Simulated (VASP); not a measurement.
A run of VASP 6.6.1 is set up as follows.

The input INCAR:

```
SYSTEM = In2TeO2
ALGO = Normal ; EDIFF = 1E-6
ENCUT = 520 ; GGA = PE
ISIF = 2 ; ISMEAR = 0
LASPH = .TRUE. ; LCHARG = .FALSE.
LREAL = .FALSE. ; LWAVE = .FALSE.
NBANDS = 30 ; NELM = 80
PREC = Accurate ; SIGMA = 0.1
```

KPOINTS

```
k-points
0
G
  4 4 4
  0 0 0
```

Contents of POSCAR:

```
In2TeO2
1.0
    4.8402189100      0.0000000000      0.0000000000
    0.0000000000      4.8402189100      0.0000000000
    0.0000000000      0.0000000000      4.8488768400
In Te O
2 1 2
Direct
    0.0000000000      0.0000000000      0.5000000000
    0.0000000000      0.0000000000      0.0000000000
    0.5000000000      0.5000000000      0.5000000000
    0.5000000000      0.5000000000      0.8508078800
    0.5000000000      0.5000000000      0.1491921200
```

Potentials or basis: VASP PAW PBE potentials, release 64 (In_d, Te, O).

The run is started by

```console
$ cat potpaw_PBE.64/In_d/POTCAR potpaw_PBE.64/Te/POTCAR potpaw_PBE.64/O/POTCAR > POTCAR
$ mpirun -np 1 vasp_std > vasp.out
```

(1) What does it give for the largest force?

(2) Predict the band gap on the k mesh.

(3) What does it give for the pressure?

Results:

(1) 7.527 eV/Å.

(2) zero (bands 22 and 23 overlap by 1.05 eV).

(3) 30.6 GPa.

Caveat: the cell stands under pressure; spin-orbit coupling is left out, which moves the levels of the heavy elements; forces of over 1 eV/Å act on the atoms, so gaps and moduli don't describe the material at rest.
